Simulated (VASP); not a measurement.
Set up this calculation in VASP 6.6.1, as the native input.

- Task: single point
- Functional: LDA
- Potentials or basis: VASP PAW LDA potentials, release 64 (Cd_sv_GW, S)
- Cutoff: 540 eV
- k mesh: 6 × 6 × 4
- Occupations: gaussian, width 0.02 eV
- Spin: no spin polarisation
- Dipole correction: no
- Second run: valence_matched
- Further INCAR settings: ALGO = Normal; EDIFF = 1e-06; NBANDS = 20

The structure of CdS lies in POSCAR:

```
CdS
1.0
    4.1333349000      0.0000000000      0.0000000000
   -2.0666674500      3.5795725700      0.0000000000
    0.0000000000      0.0000000000      5.8041730000
Cd S
1 1
Direct
    0.0000000000      0.0000000000      0.4426920000
    0.6666666667      0.3333333333      0.4343080000
```

One way to write it, as run:

INCAR

```
PREC = Accurate
ENCUT = 540
EDIFF = 1E-6
ISMEAR = 0
SIGMA = 0.02
LREAL = False
LASPH = True
NELM = 120
ALGO = Normal
ISIF = 2
LWAVE = False
LCHARG = False
NBANDS = 20
GGA_COMPAT = False
```

KPOINTS

```
regular mesh
0
Gamma
  6 6 4
```

Potentials or basis: VASP PAW LDA potentials, release 64 (Cd_sv_GW, S).

Command:

```sh
$ cat potpaw_LDA.64/Cd_sv_GW/POTCAR potpaw_LDA.64/S/POTCAR > POTCAR
$ mpirun -np 1 vasp_std > vasp.out
```

Results of the run:

```yaml
Pressure: -0.4 GPa
Largest_force: 0.003 eV/Å
Band_gap_on_the_k_mesh: 1.45 eV, indirect (the least direct gap lies 3.8 meV higher)
```

It took 23 s on 1 thread of Intel(R) Xeon(R) Platinum 8559C (Emerald Rapids) (shared host), peak memory 0.21 GiB.
